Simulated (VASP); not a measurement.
Set up this calculation in VASP 6.6.1, as the native input.

| Quantity | Value |
| --- | --- |
| Task | relaxation of cell and atoms |
| Functional | r2SCAN |
| Potentials or basis | VASP PAW PBE potentials, release 64 (Si, Se) |
| Cutoff | 600 eV |
| k mesh | 16 × 16 × 16 |
| Occupations | gaussian, width 0.1 eV |
| Spin | no spin polarisation |
| Dipole correction | no |
| Further INCAR settings | ALGO = Normal; EDIFF = 1e-06; IBRION = 2; EDIFFG = -0.01; NSW = 100; ISIF = 3 |

The system is SiSe.

```xyz
2
Lattice="0.0000 3.0618 3.0618 3.0618 0.0000 3.0618 3.0618 3.0618 0.0000" Properties=species:S:1:pos:R:3 pbc="T T T"
Si    0.0000    0.0000    0.0000
Se    1.5309    1.5309    1.5309
```

One way to write it, as run:

POSCAR

```
SiSe
1.0
    0.0000000000      3.0618180026      3.0618180026
    3.0618180026      0.0000000000      3.0618180026
    3.0618180026      3.0618180026      0.0000000000
Si Se
1 1
Direct
    0.0000000000      0.0000000000      0.0000000000
    0.2500000000      0.2500000000      0.2500000000
```

INCAR.step1

```
ALGO = Normal
EDIFF = 1E-4
ENCUT = 600
GGA = PE
ISMEAR = 0
LASPH = True
LCHARG = False
LREAL = False
LWAVE = True
NELM = 100
PREC = Accurate
SIGMA = 0.1
```

INCAR.step2

```
ALGO = Normal
EDIFF = 1E-6
EDIFFG = -0.01
ENCUT = 600
IBRION = 2
ISIF = 3
ISMEAR = 0
ISTART = 1
LASPH = True
LCHARG = False
LMIXTAU = True
LREAL = False
LWAVE = False
METAGGA = R2SCAN
NELM = 100
NSW = 100
PREC = Accurate
SIGMA = 0.1
```

KPOINTS

```
k-points
0
Gamma
  16 16 16
```

Potentials or basis: VASP PAW PBE potentials, release 64 (Si, Se).

Launch:

```sh
$ cat potpaw_PBE.64/Si/POTCAR potpaw_PBE.64/Se/POTCAR > POTCAR
$ cp INCAR.step1 INCAR
$ mpirun -np 1 vasp_std > vasp.out
$ cp INCAR.step2 INCAR
$ mpirun -np 1 vasp_std > vasp.out
```

It gave:

```yaml
Relaxed_volume: 28.50 Å³/atom
Relaxed_cell: a = 4.320 Å, b = 4.320 Å, c = 4.320 Å, α = 60.00°, β = 60.00°, γ = 60.00°
Space_group_after_relaxing_to_0.1_Å: F-43m (No. 216)
Energy_gained_by_relaxing: 0.2 meV/atom
Ionic_steps: 2
Pressure_after_relaxing: 0.0 GPa
Band_gap_on_the_k_mesh: zero (bands 5 and 6 overlap by 0.92 eV)
```

Caveat: the PAW data sets were made with another functional, which shifts forces and pressure a little.

Run time: 8.8 min on 1 thread of Intel Xeon 8259CL, with other jobs on the host, peak memory 0.31 GiB.
